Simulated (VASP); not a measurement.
# W (Im-3m) in VASP: notebook

Aim: see how the results for W move with the level of theory and the settings. Levels: RPBE, revPBE+D4. Tasks: single point, relaxation of cell and atoms.

Everything below comes from runs of VASP 6.6.1. Logs are shortened: lines on timing, memory, paths and dates and some standing lists are left out, and cuts for length are marked.

## (1) The cell of the first run

It takes space group Im-3m (No. 229, cubic). Conventional cell: a = 3.198 Å, b = 3.198 Å, c = 3.198 Å, α = 90.00°, β = 90.00°, γ = 90.00°. Within 3.7 Å of W (site symmetry m-3m) lie 14 W at 2.77 to 3.20 Å.

## (2) Single point, RPBE

Input file INCAR:

```
  ALGO = Normal
  EDIFF = 1E-6
  ENCUT = 520
  GGA = RP
  ISIF = 2
  ISMEAR = -1
  LASPH = T
  LCHARG = T
  LELF = T
  LREAL = F
  LVHAR = T
  LWAVE = F
  NBANDS = 13
  NELM = 100
  PREC = Accurate
  SIGMA = 0.05
```

Input file KPOINTS:

```
k-points
0
Gamma
  12 12 12
```

Input file POSCAR:

```
W
1.0
   -1.5990661262      1.5990661262      1.5990661262
    1.5990661262     -1.5990661262      1.5990661262
    1.5990661262      1.5990661262     -1.5990661262
W
1
Direct
    0.0000000000      0.0000000000      0.0000000000
```

Potentials or basis: VASP PAW PBE potentials, release 64 (W_sv).

On the command line:

```bash
cat potpaw_PBE.64/W_sv/POTCAR > POTCAR
mpirun -np 1 vasp_std > vasp.out
```

OUTCAR:

```text
EDIFF = 1E-6
   ENCUT = 520
   GGA = RP
   ISIF = 2
   ISMEAR = -1
   LASPH = T
   LREAL = F
   NELM = 100
   PREC = Accurate

 ion  position               nearest neighbor table
   1  0.000  0.000  0.000-

  LATTYP: Found a body centered cubic cell.
 ALAT       =     3.1981322524

  Lattice vectors:

 A1 = (  -1.5990661262,   1.5990661262,   1.5990661262)
 A2 = (   1.5990661262,  -1.5990661262,   1.5990661262)
 A3 = (   1.5990661262,   1.5990661262,  -1.5990661262)

Analysis of symmetry for initial positions (statically):
=====================================================================
 Subroutine PRICEL returns:
 Original cell was already a primitive cell.

 Routine SETGRP: Setting up the symmetry group for a
 body centered cubic supercell.

 Subroutine GETGRP returns: Found 48 space group operations
 (whereof 48 operations were pure point group operations)
 out of a pool of 48 trial point group operations.

The static configuration has the point symmetry O_h .

Analysis of symmetry for dynamics (positions and initial velocities):
=====================================================================
 Subroutine PRICEL returns:
 Original cell was already a primitive cell.

 Routine SETGRP: Setting up the symmetry group for a
 body centered cubic supercell.

 Subroutine GETGRP returns: Found 48 space group operations
 (whereof 48 operations were pure point group operations)
 out of a pool of 48 trial point group operations.

The dynamic configuration has the point symmetry O_h .

 Subroutine INISYM returns: Found 48 space group operations
 (whereof 48 operations are pure point group operations),
 and found     1 'primitive' translations

----------------------------------------------------------------------------------------

                                     Primitive cell

  volume of cell :      16.3553

  direct lattice vectors                    reciprocal lattice vectors
    -1.599066126  1.599066126  1.599066126     0.000000000  0.312682504  0.312682504
     1.599066126 -1.599066126  1.599066126     0.312682504  0.000000000  0.312682504
     1.599066126  1.599066126 -1.599066126     0.312682504  0.312682504  0.000000000

  length of vectors
     2.769663775  2.769663775  2.769663775     0.442199838  0.442199838  0.442199838

  position of ions in fractional coordinates (direct lattice)
     0.000000000  0.000000000  0.000000000

  ion indices of the primitive-cell ions
   primitive index   ion index
                 1           1

----------------------------------------------------------------------------------------

 KPOINTS: k-points

Automatic generation of k-mesh.
 Grid dimensions read from file:
 generate k-points for:   12   12   12

 Generating k-lattice:

  Cartesian coordinates                     Fractional coordinates (reciprocal lattice)
     0.000000000  0.026056875  0.026056875     0.083333333  0.000000000  0.000000000
     0.026056875  0.000000000  0.026056875     0.000000000  0.083333333  0.000000000
     0.026056875  0.026056875  0.000000000     0.000000000  0.000000000  0.083333333

  Length of vectors
     0.036849986  0.036849986  0.036849986

  Shift w.r.t. Gamma in fractional coordinates (k-lattice)
     0.000000000  0.000000000  0.000000000

 Subroutine IBZKPT returns following result:
 ===========================================

 Found     72 irreducible k-points:

 Following reciprocal coordinates:
            Coordinates               Weight
  0.000000  0.000000  0.000000      1.000000
  0.083333  0.000000  0.000000     12.000000
  0.166667  0.000000  0.000000     12.000000
  0.250000  0.000000  0.000000     12.000000
  0.333333  0.000000  0.000000     12.000000
  0.416667  0.000000  0.000000     12.000000
[... 16 lines left out ...]
  0.333333  0.083333  0.083333     24.000000
  0.416667  0.083333  0.083333     12.000000
 [... further k-points ...]
   k-points           NKPTS =     72   k-points in BZ     NKDIM =     72   number of bands    NBANDS=     13
   number of dos      NEDOS =    301   number of ions     NIONS =      1
   total plane-waves  NPLWV =  13824
   dimension x,y,z NGX =    24 NGY =   24 NGZ =   24
   dimension x,y,z NGXF=    48 NGYF=   48 NGZF=   48
   ions per type =               1
   NGX,Y,Z   is equivalent  to a cutoff of  14.41, 14.41, 14.41 a.u.
   NGXF,Y,Z  is equivalent  to a cutoff of  28.81, 28.81, 28.81 a.u.
 SYSTEM =  unknown system
   PREC   = accura    normal or accurate (medium, high low for compatibility)
   ISTART =      0    job   : 0-new  1-cont  2-samecut
   ICHARG =      2    charge: 1-file 2-atom 10-const
   ISPIN  =      1    spin polarized calculation?
   LNONCOLLINEAR =      F non collinear calculations
   LSORBIT =      F    spin-orbit coupling
   LASPH  =      T    aspherical Exc in radial PAW
   ENCUT  =  520.0 eV  38.22 Ry    6.18 a.u.   5.15  5.15  5.15*2*pi/ulx,y,z
   NELM   =    100;   NELMIN=  2; NELMDL= -5     # of ELM steps
   EDIFF  = 0.1E-05   stopping-criterion for ELM
   LREAL  =      F    real-space projection
   EDIFFG = 0.1E-04   stopping-criterion for IOM
   NSW    =      0    number of steps for IOM
   IBRION =     -1    ionic relax: 0-MD 1-quasi-New 2-CG
   NFREE  =      0    steps in history (QN), initial steepest desc. (CG)
   ISIF   =      2    stress and relaxation
   ISYM   =      2    0-nonsym 1-usesym 2-fastsym
   POTIM  = 0.5000    time-step for ionic-motion
   TEBEG  =    0.0;   TEEND  =   0.0 temperature during run
   PSTRESS=    0.0 pullay stress
   NELECT =      14.0000    total number of electrons
   NUPDOWN=      -1.0000    fix difference up-down
   EMIN   =  10.00;   EMAX   =-10.00  energy-range for DOS
   EFERMI =   0.00;   METHOD = LEGACY
   ISMEAR =    -1;   SIGMA  =   0.05  broadening in eV -4-tet -1-fermi 0-gaus
   EFERMI_NEDOS =   21; number of points for ismear=-14 and -15
   IALGO  =     38    algorithm
   IMIX   =      4    mixing-type and parameters
     AMIX     =   0.40;   BMIX     =  1.00
     AMIX_MAG =   1.60;   BMIX_MAG =  1.00
  volume/ion in A,a.u.               =      16.36       110.37
  Fermi-wavevector in a.u.,A,eV,Ry     =   1.554406  2.937401 32.874091  2.416178
  Thomas-Fermi vector in A             =   2.658497
   LORBIT       =      0    0 simple, 1 ext, 2 COOP (PROOUT), +10 PAW based schemes
   GGA     = RP    functional components
   LHFCALC =     F    Hartree Fock is set to
   AEXX    =    0.0000 exact exchange contribution
   IVDW    =     0    specifies the selected vdW correction
   LEPSILON=     F    determine dielectric tensor
   LRPA    =     F    only Hartree local field effects (RPA)
 non-spin polarized calculation
  energy-cutoff  :      520.00
  volume of cell :       16.36
 maximum number of plane-waves:       466
 NGX is ok and might be reduce to    24
   NGX = 11   NGY = 11   NGZ = 11

 number of electron      14.0000002 magnetization

 Free energy of the ion-electron system (eV)
  ---------------------------------------------------
  ext. energy  EPLUGINS =         0.00000000
  ---------------------------------------------------
  free energy    TOTEN  =       -12.40680129 eV

  energy without entropy =      -12.40288928  energy(sigma->0) =      -12.40484529

 E-fermi :  10.9700     XC(G=0): -13.4124

 val. band max:       10.9696037802   @ k =  -0.2500   0.3333   0.1667
 cond. band min:      11.0144047151   @ k =  -0.1667   0.1667   0.0833
 fundamental gap:      0.0448009349
 Fermi energy:        10.9699766727

 k-point     1 :       0.0000    0.0000    0.0000
  band No.  band energies     occupation
      1     -63.1845      2.00000
      2     -26.7861      2.00000
      3     -26.7861      2.00000
      4     -26.7861      2.00000
      5       1.6178      2.00000
      6       9.9051      2.00000
      7       9.9051      2.00000
      8       9.9051      2.00000
      9      13.2853      0.00000
     10      13.2854      0.00000
     11      25.4954      0.00000
     12      25.4954      0.00000
     13      25.4954      0.00000

 k-point     2 :       0.0833    0.0000    0.0000
  band No.  band energies     occupation
      1     -63.1768      2.00000
      2     -26.8693      2.00000
      3     -26.8123      2.00000
      4     -26.7865      2.00000
      5       1.9384      2.00000
      6       9.7133      2.00000
      7       9.8547      2.00000
      8      10.2151      2.00000
      9      12.9996      0.00000
     10      13.2890      0.00000
     11      25.7566      0.00000
     12      26.0432      0.00000
     13      26.2398      0.00000

 k-point     3 :       0.1667    0.0000    0.0000
  band No.  band energies     occupation
      1     -63.1556      2.00000
      2     -27.0917      2.00000
      3     -26.8832      2.00000
      4     -26.7874      2.00000
      5       2.8198      2.00000
      6       9.2302      2.00000
      7       9.6096      2.00000
      8      11.1224      0.09062
      9      12.6166      0.00000
     10      13.3305      0.00000
     11      26.1764      0.00000
     12      27.5850      0.00000
     13      27.6435      0.00000
[... 305 lines left out ...]
 k-point    23 :       0.3333    0.0833    0.0833
  band No.  band energies     occupation
      1     -63.0733      2.00000
      2     -27.8164      2.00000
      3     -27.1787      2.00000
      4     -26.8668      2.00000
      5       5.6636      2.00000
      6       7.7086      2.00000
      7       9.9536      2.00000
      8      13.3773      0.00000
      9      14.0339      0.00000
     10      17.3967      0.00000
     11      21.7229      0.00000
     12      23.5857      0.00000
     13      27.1571      0.00000

 k-point    24 :       0.4167    0.0833    0.0833
  band No.  band energies     occupation
      1     -63.0663      2.00000
      2     -27.8657      2.00000
      3     -27.2164      2.00000
      4     -26.8688      2.00000
      5       5.6445      2.00000
      6       7.6128      2.00000
      7      10.7193      1.98680
      8      13.3973      0.00000
      9      14.1402      0.00000
     10      18.1855      0.00000
     11      20.6022      0.00000
     12      23.1343      0.00000
     13      26.6208      0.00000

 [... further k-points ...]

------------------------ aborting loop because EDIFF is reached ----------------------------------------

  FORCE on cell =-STRESS in cart. coord.  units (eV):
  Direction    XX          YY          ZZ          XY          YZ          ZX
  --------------------------------------------------------------------------------------
  -------------------------------------------------------------------------------------
  Total        0.0344790      0.0344790      0.0344790      0.0000000     -0.0000000      0.0000000
  in kB        3.3775843      3.3775843      3.3775843      0.0000000     -0.0000000      0.0000000
  external PRESSURE =       3.3775843 kB  Pullay stress =       0.0000000 kB

 VOLUME and BASIS-vectors are now :
 -----------------------------------------------------------------------------
  energy-cutoff  :      520.00
  volume of cell :       16.36
      direct lattice vectors                 reciprocal lattice vectors
    -1.599066126  1.599066126  1.599066126     0.000000000  0.312682504  0.312682504
     1.599066126 -1.599066126  1.599066126     0.312682504  0.000000000  0.312682504
     1.599066126  1.599066126 -1.599066126     0.312682504  0.312682504  0.000000000

 POSITION                                       TOTAL-FORCE (eV/Angst)
 -----------------------------------------------------------------------------------
      0.00000      0.00000      0.00000        -0.000000     -0.000000      0.000000
 -----------------------------------------------------------------------------------
    total drift:                                0.000000      0.000000      0.000000

  FREE ENERGIE OF THE ION-ELECTRON SYSTEM (eV)
  ---------------------------------------------------
  free  energy   TOTEN  =       -12.4068012905 eV

  energy  without entropy=      -12.4028892810  energy(sigma->0) =      -12.40484529
```

It took 11 s on 1 thread of Intel Xeon Platinum 8375C at 2.90GHz (Ice Lake), shared host; peak memory 0.15 GiB.

Results:

- Free energy: -12.4068 eV
- Pressure: 0.3 GPa
- Band gap on the k mesh: zero (band 7 reaches 16.02 eV, above the bottom of band 8 at 9.91 eV)

Caveat: the PAW data sets were made with another functional, which shifts forces and pressure a little; spin-orbit coupling is left out, which moves the levels of the heavy elements.

## (3) Relaxation of cell and atoms, revPBE+D4

This run uses another cell than the first one, of 15.85 Å³/atom, 0.969 times its volume.

Input file INCAR:

```
SYSTEM = W
  PREC = Accurate
  ENCUT = 600
  EDIFF = 1E-6
  ISMEAR = -1
  SIGMA = 0.05
  LREAL = .FALSE.
  LASPH = .TRUE.
  NELM = 80
  ALGO = Normal
  ISIF = 3
  LWAVE = .FALSE.
  LCHARG = .FALSE.
  GGA = RE
  IVDW = 13
  IBRION = 2
  NSW = 80
  EDIFFG = -0.02
```

Input file KPOINTS:

```
Automatic mesh
0
G
  12 12 12
  0 0 0
```

Input file POSCAR:

```
W
1.0
   -1.5823450000      1.5823450000      1.5823450000
    1.5823450000     -1.5823450000      1.5823450000
    1.5823450000      1.5823450000     -1.5823450000
W
1
Direct
    0.0000000000      0.0000000000      0.0000000000
```

Potentials or basis: VASP PAW PBE potentials, release 64 (W_sv).

On the command line:

```bash
cat potpaw_PBE.64/W_sv/POTCAR > POTCAR
mpirun -np 1 vasp_std > vasp.out
```

Wall time 21 s (1 thread of Intel Xeon Platinum 8375C at 2.90GHz (Ice Lake), shared host); peak memory 0.15 GiB.

Results (log left out):

```
Free energy                            : -13.5179 eV
Relaxed volume                         : 15.82 Å³/atom
Relaxed cell                           : a = 2.739 Å, b = 2.739 Å, c = 2.739 Å, α = 109.47°, β = 109.47°, γ = 109.47°
Space group after relaxing (to 0.05 Å) : Im-3m (No. 229)
Energy gained by relaxing              : 0.0 meV/atom
Ionic steps                            : 3
Pressure after relaxing                : 0.0 GPa
Band gap on the k mesh                 : zero (band 7 reaches 16.72 eV, above the bottom of band 8 at 10.31 eV)
Dispersion energy per atom             : -1.016 eV
```

Final structure:
```
W
1.0
    -1.58131    1.58131    1.58131
     1.58131   -1.58131    1.58131
     1.58131    1.58131   -1.58131
W
1
Direct
  0.00000 0.00000 0.00000
```

Levels at points of the mesh, in eV from the Fermi level:
```tsv
k point	band 4	band 5	band 6	band 7	band 8	band 9	band 10	band 11
(0.00, 0.00, 0.00)	-37.67	-9.56	-1.14	-1.14	-1.14	2.37	2.37	14.59
(0.50, 0.00, 0.00)	-37.68	-6.20	-3.49	0.76	2.27	3.25	6.26	11.57
(0.50, 0.50, 0.50)	-38.57	-5.76	-5.76	5.27	5.27	5.27	8.34	8.34
```

Caveat: the PAW data sets were made with another functional, which shifts forces and pressure a little; spin-orbit coupling is left out, which moves the levels of the heavy elements; pairwise dispersion overbinds metals, which lowers pressure and volume.

[end of part 1 of 2]
